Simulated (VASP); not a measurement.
# W (Im-3m) in VASP: relaxation of cell and atoms with PBE

Aim: the relaxation of cell and atoms of W with PBE.

Everything below comes from runs of VASP 6.6.1. Logs are shortened: lines on timing, memory, paths and dates and some standing lists are left out, and cuts for length are marked.

### 1 The cell of the first run

It takes space group Im-3m (No. 229, cubic). The conventional cell has a = 3.184 Å, b = 3.184 Å, c = 3.184 Å, α = 90.00°, β = 90.00°, γ = 90.00°. W (site symmetry m-3m) has 14 W at 2.76 to 3.18 Å within 3.6 Å.

### 2 Relaxation of cell and atoms, PBE

Contents of INCAR:

```
SYSTEM = W
  PREC = Accurate
  ENCUT = 600
  EDIFF = 1E-6
  ISMEAR = 0
  SIGMA = 0.1
  LREAL = .False.
  LASPH = .True.
  NELM = 60
  ALGO = Fast
  ISIF = 3
  LWAVE = .False.
  LCHARG = .False.
  GGA = PE
  IBRION = 2
  NSW = 80
  EDIFFG = -0.015
```

Contents of KPOINTS:

```
regular mesh
0
Gamma
  14 14 14
  0 0 0
```

Contents of POSCAR:

```
W
1.0
    3.1835253033      0.0000000000      0.0000000000
    0.0000000000      3.1835253033      0.0000000000
   -1.5917626516     -1.5917626516      4.7752879549
W
3
Direct
    0.0000000000      0.0000000000      0.0000000000
    0.3333333333      0.3333333333      0.6666666667
    0.6666666667      0.6666666667      0.3333333333
```

Potentials or basis: VASP PAW PBE potentials, release 64 (W_sv).

Launch:

```console
> cat potpaw_PBE.64/W_sv/POTCAR > POTCAR
> mpirun -np 1 vasp_std > vasp.out
```

OUTCAR:

```text
SYSTEM = W
   PREC = Accurate
   ENCUT = 600
   EDIFF = 1E-6
   ISMEAR = 0
   LREAL = .False.
   LASPH = .True.
   NELM = 60
   ISIF = 3
   GGA = PE
   IBRION = 2
   NSW = 80
   EDIFFG = -0.015

 ion  position               nearest neighbor table
   1  0.000  0.000  0.000-   2 2.76   3 2.76   3 2.76   3 2.76   2 2.76   2 2.76   3 2.76   2 2.76
                             3 3.18   2 3.18
   2  0.333  0.333  0.667-   1 2.76   3 2.76   1 2.76   1 2.76   1 2.76   3 2.76   3 2.76   3 2.76
                             3 3.18   1 3.18
   3  0.667  0.667  0.333-   1 2.76   2 2.76   1 2.76   1 2.76   1 2.76   2 2.76   2 2.76   2 2.76
                             2 3.18   1 3.18

  LATTYP: Found a body centered tetragonal cell.
 ALAT       =     3.1835253033
 C/A-ratio  =     3.0000000000

  Lattice vectors:

 A1 = (   1.5917626516,  -1.5917626517,  -4.7752879549)
 A2 = (  -1.5917626517,   1.5917626516,  -4.7752879549)
 A3 = (   1.5917626517,   1.5917626517,   4.7752879549)

Analysis of symmetry for initial positions (statically):
=====================================================================
 Subroutine PRICEL returns following result:

  LATTYP: Found a body centered cubic cell.
 ALAT       =     3.1835253035

  Lattice vectors:

 A1 = (  -1.5917626513,   1.5917626520,  -1.5917626520)
 A2 = (  -1.5917626515,  -1.5917626515,   1.5917626515)
 A3 = (   1.5917626513,   1.5917626513,   1.5917626520)

   3 primitive cells build up your supercell.

 Routine SETGRP: Setting up the symmetry group for a
 body centered tetragonal supercell.

 Subroutine GETGRP returns: Found 16 space group operations
 (whereof 16 operations were pure point group operations)
 out of a pool of 16 trial point group operations.

The static configuration has the point symmetry D_4h.

Analysis of symmetry for dynamics (positions and initial velocities):
=====================================================================
 Subroutine PRICEL returns following result:

  LATTYP: Found a body centered cubic cell.
 ALAT       =     3.1835253035

  Lattice vectors:

 A1 = (  -1.5917626513,   1.5917626520,  -1.5917626520)
 A2 = (  -1.5917626515,  -1.5917626515,   1.5917626515)
 A3 = (   1.5917626513,   1.5917626513,   1.5917626520)

   3 primitive cells build up your supercell.

 Routine SETGRP: Setting up the symmetry group for a
 body centered tetragonal supercell.

 Subroutine GETGRP returns: Found 16 space group operations
 (whereof 16 operations were pure point group operations)
 out of a pool of 16 trial point group operations.

The dynamic configuration has the point symmetry D_4h.

 Subroutine INISYM returns: Found 16 space group operations
 (whereof 16 operations are pure point group operations),
 and found     3 'primitive' translations

----------------------------------------------------------------------------------------

                                     Primitive cell

  volume of cell :      16.1322

  direct lattice vectors                    reciprocal lattice vectors
    -1.591762651  1.591762652 -1.591762652    -0.314117183  0.314117183  0.000000000
    -1.591762651 -1.591762651  1.591762651    -0.314117183  0.000000000  0.314117183
     1.591762651  1.591762651  1.591762652    -0.000000000  0.314117183  0.314117183

  length of vectors
     2.757013786  2.757013786  2.757013786     0.444228780  0.444228780  0.444228780

  position of ions in fractional coordinates (direct lattice)
     0.000000000  0.000000000  0.000000000

  ion indices of the primitive-cell ions
   primitive index   ion index
                 1           1

----------------------------------------------------------------------------------------

 KPOINTS: regular mesh

Automatic generation of k-mesh.
 Grid dimensions read from file:
 generate k-points for:   14   14   14

 Generating k-lattice:

  Cartesian coordinates                     Fractional coordinates (reciprocal lattice)
     0.022436942  0.000000000  0.007478981     0.071428571  0.000000000  0.000000000
     0.000000000  0.022436942  0.007478981     0.000000000  0.071428571  0.000000000
     0.000000000  0.000000000  0.014957961     0.000000000  0.000000000  0.071428571

  Length of vectors
     0.023650613  0.023650613  0.014957961

  Shift w.r.t. Gamma in fractional coordinates (k-lattice)
     0.000000000  0.000000000  0.000000000

 Subroutine IBZKPT returns following result:
 ===========================================

 Found    244 irreducible k-points:

 Following reciprocal coordinates:
            Coordinates               Weight
  0.000000  0.000000  0.000000      1.000000
  0.071429  0.000000  0.000000      8.000000
  0.142857  0.000000  0.000000      8.000000
  0.214286  0.000000  0.000000      8.000000
  0.285714  0.000000 -0.000000      8.000000
  0.357143  0.000000  0.000000      8.000000
[... 16 lines left out ...]
  0.214286  0.142857  0.000000     16.000000
  0.285714  0.142857 -0.000000     16.000000
 [... further k-points ...]
   k-points           NKPTS =    244   k-points in BZ     NKDIM =    244   number of bands    NBANDS=     25
   number of dos      NEDOS =    301   number of ions     NIONS =      3
   total plane-waves  NPLWV =  32928
   dimension x,y,z NGX =    28 NGY =   28 NGZ =   42
   dimension x,y,z NGXF=    56 NGYF=   56 NGZF=   84
   ions per type =               3
   NGX,Y,Z   is equivalent  to a cutoff of  14.62, 14.62, 13.23 a.u.
   NGXF,Y,Z  is equivalent  to a cutoff of  29.24, 29.24, 26.45 a.u.
 SYSTEM =  W
   PREC   = accura    normal or accurate (medium, high low for compatibility)
   ISTART =      0    job   : 0-new  1-cont  2-samecut
   ICHARG =      2    charge: 1-file 2-atom 10-const
   ISPIN  =      1    spin polarized calculation?
   LNONCOLLINEAR =      F non collinear calculations
   LSORBIT =      F    spin-orbit coupling
   LASPH  =      T    aspherical Exc in radial PAW
   ENCUT  =  600.0 eV  44.10 Ry    6.64 a.u.   6.36  6.36 10.54*2*pi/ulx,y,z
   NELM   =     60;   NELMIN=  2; NELMDL= -5     # of ELM steps
   EDIFF  = 0.1E-05   stopping-criterion for ELM
   LREAL  =      F    real-space projection
   EDIFFG = -.1E-01   stopping-criterion for IOM
   NSW    =     80    number of steps for IOM
   IBRION =      2    ionic relax: 0-MD 1-quasi-New 2-CG
   NFREE  =      1    steps in history (QN), initial steepest desc. (CG)
   ISIF   =      3    stress and relaxation
   ISYM   =      2    0-nonsym 1-usesym 2-fastsym
   POTIM  = 0.5000    time-step for ionic-motion
   TEBEG  =    0.0;   TEEND  =   0.0 temperature during run
   PSTRESS=    0.0 pullay stress
   NELECT =      42.0000    total number of electrons
   NUPDOWN=      -1.0000    fix difference up-down
   EMIN   =  10.00;   EMAX   =-10.00  energy-range for DOS
   EFERMI =   0.00;   METHOD = LEGACY
   ISMEAR =     0;   SIGMA  =   0.10  broadening in eV -4-tet -1-fermi 0-gaus
   EFERMI_NEDOS =   21; number of points for ismear=-14 and -15
   IALGO  =     68    algorithm
   IMIX   =      4    mixing-type and parameters
     AMIX     =   0.40;   BMIX     =  1.00
     AMIX_MAG =   1.60;   BMIX_MAG =  1.00
  volume/ion in A,a.u.               =      16.13       108.87
  Fermi-wavevector in a.u.,A,eV,Ry     =   1.561538  2.950879 33.176455  2.438401
  Thomas-Fermi vector in A             =   2.664589
   LORBIT       =      0    0 simple, 1 ext, 2 COOP (PROOUT), +10 PAW based schemes
   GGA     = PE    functional components
   LHFCALC =     F    Hartree Fock is set to
   AEXX    =    0.0000 exact exchange contribution
   IVDW    =     0    specifies the selected vdW correction
   LEPSILON=     F    determine dielectric tensor
   LRPA    =     F    only Hartree local field effects (RPA)
 conjugate gradient relaxation of ions
 non-spin polarized calculation
 RMM-DIIS sequential band-by-band and
 Gauss-broadening in eV      SIGMA  =   0.10
  energy-cutoff  :      600.00
  volume of cell :       48.40
 maximum number of plane-waves:      1635
 NGX is ok and might be reduce to    28
   NGX = 13   NGY = 13   NGZ = 21

--------------------------------------- Ionic step        1  -------------------------------------------

 number of electron      41.9999999 magnetization

 Free energy of the ion-electron system (eV)
  ---------------------------------------------------
  ext. energy  EPLUGINS =         0.00000000
  ---------------------------------------------------
  free energy    TOTEN  =       -38.86724022 eV

  energy without entropy =      -38.85997299  energy(sigma->0) =      -38.86360660

------------------------ aborting loop because EDIFF is reached ----------------------------------------

  FORCE on cell =-STRESS in cart. coord.  units (eV):
  Direction    XX          YY          ZZ          XY          YZ          ZX
  --------------------------------------------------------------------------------------
  -------------------------------------------------------------------------------------
  Total        0.2136838      0.2136838      0.3200270      0.0000000      0.0000000      0.0000000
  in kB        7.0740151      7.0740151     10.5945139      0.0000000      0.0000000      0.0000000
  external PRESSURE =       8.2475147 kB  Pullay stress =       0.0000000 kB
[... 59 lines left out ...]
  energy  without entropy=      -38.8560102630  energy(sigma->0) =      -38.85954946

--------------------------------------- Ionic step        3  -------------------------------------------

 number of electron      41.9999999 magnetization

 Free energy of the ion-electron system (eV)
  ---------------------------------------------------
  ext. energy  EPLUGINS =         0.00000000
  ---------------------------------------------------
  free energy    TOTEN  =       -38.86748202 eV

  energy without entropy =      -38.86025791  energy(sigma->0) =      -38.86386996

 E-fermi :  11.1958     XC(G=0): -13.5290

 val. band max:       11.1866234270   @ k =   0.1429   0.0000   0.2143
 cond. band min:      11.1964925483   @ k =  -0.2857   0.0000   0.0714
 fundamental gap:      0.0098691214
 Fermi energy:        11.1958271148

 k-point     1 :       0.0000    0.0000    0.0000
  band No.  band energies     occupation
      1     -63.0582      2.00000
      2     -62.8918      2.00000
      3     -62.8918      2.00000
      4     -27.4479      2.00000
      5     -27.4479      2.00000
      6     -27.2781      2.00000
[... 661 lines left out ...]
     24      12.8133      0.00000
     25      12.9382      0.00000

 [... further k-points ...]

------------------------ aborting loop because EDIFF is reached ----------------------------------------

  FORCE on cell =-STRESS in cart. coord.  units (eV):
  Direction    XX          YY          ZZ          XY          YZ          ZX
  --------------------------------------------------------------------------------------
  -------------------------------------------------------------------------------------
  Total       -0.0305118     -0.0305118      0.0420371      0.0000000      0.0000000      0.0000000
  in kB       -1.0077163     -1.0077163      1.3883633      0.0000000      0.0000000      0.0000000
  external PRESSURE =      -0.2090231 kB  Pullay stress =       0.0000000 kB
[... 18 lines left out ...]
  FREE ENERGIE OF THE ION-ELECTRON SYSTEM (eV)
  ---------------------------------------------------
  free  energy   TOTEN  =       -38.8674820196 eV

  energy  without entropy=      -38.8602579065  energy(sigma->0) =      -38.86386996

 reached required accuracy - stopping structural energy minimisation
```

Run time: 8.6 min. Hardware: 1 thread of AMD EPYC 9R45 (Zen 5), shared host; peak memory 0.37 GiB.

Results:

```yaml
Free_energy: -38.8675 eV
Relaxed_volume: 16.17 Å³/atom
Relaxed_cell: a = 3.186 Å, b = 3.186 Å, c = 5.284 Å, α = 107.54°, β = 107.54°, γ = 90.00°
Space_group_after_relaxing_to_0.1_Å: Im-3m (No. 229)
Energy_gained_by_relaxing: 0.1 meV/atom
Ionic_steps: 3
Pressure_after_relaxing: 0.0 GPa
Band_gap_on_the_k_mesh: zero (bands 21 and 22 overlap by 2.32 eV)
```

Step by step:
```csv
step,energy change (eV),largest force (eV/Å),pressure (GPa),volume (Å³)
1,0.0000,0.0000,0.82,48.40
2,0.0042,0.0000,-2.83,48.98
3,-0.0002,0.0000,-0.02,48.51
```

Final structure:
```xyz
3
Lattice="3.1857 0.0000 0.0000 0.0000 3.1857 0.0000 -1.5928 -1.5928 4.7801" Properties=species:S:1:pos:R:3 pbc="T T T"
W     0.0000    0.0000    0.0000
W     0.0000    0.0000    3.1867
W     1.5928    1.5928    1.5934
```

Caveat: the highest band is partly filled, so the run has too few bands; spin-orbit coupling is left out, which moves the levels of the heavy elements.
